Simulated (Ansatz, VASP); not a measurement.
## BN: VASP beside Ansatz

```xyz
4
Lattice="2.5400 0.0000 0.0000 -1.2700 2.1997 0.0000 0.0000 0.0000 6.5980" Properties=species:S:1:pos:R:3 pbc="T T T"
B     0.0000    1.4665    1.6495
B     1.2700    0.7332    4.9485
N     0.0000    1.4665    4.9485
N     1.2700    0.7332    1.6495
```

Alike in both runs: task single point; functional LDA; k mesh 9 × 9 × 4; occupations gaussian, width 0.1 eV; no spin polarisation.

```csv
,VASP,Ansatz
version,VASP 6.6.1,Ansatz 0.2.0
potentials or method,"VASP PAW LDA potentials, release 64 (B, N), cutoff 600 eV","scalar-relativistic, plane waves, PAW"
valence electrons in the cell,16,16
```

|  | VASP | Ansatz | Ansatz less VASP |
| --- | --- | --- | --- |
| gap on the k mesh at the Fermi level (eV) | 4.12 | 4.13 | +0.010 |
| least direct gap on the mesh (eV) | 4.37 | 4.38 | +0.010 |
| pressure (GPa) | -13.8 | -14.2 | -0.42 |
| traceless stress, the component that is largest in VASP (GPa) | 13.08 | 13.74 | +0.657 |

Ansatz warns that its potentials were made for another functional, while VASP's fit it. LDA's correlation is that of Perdew and Zunger in VASP and of Perdew and Wang (1992) in Ansatz.
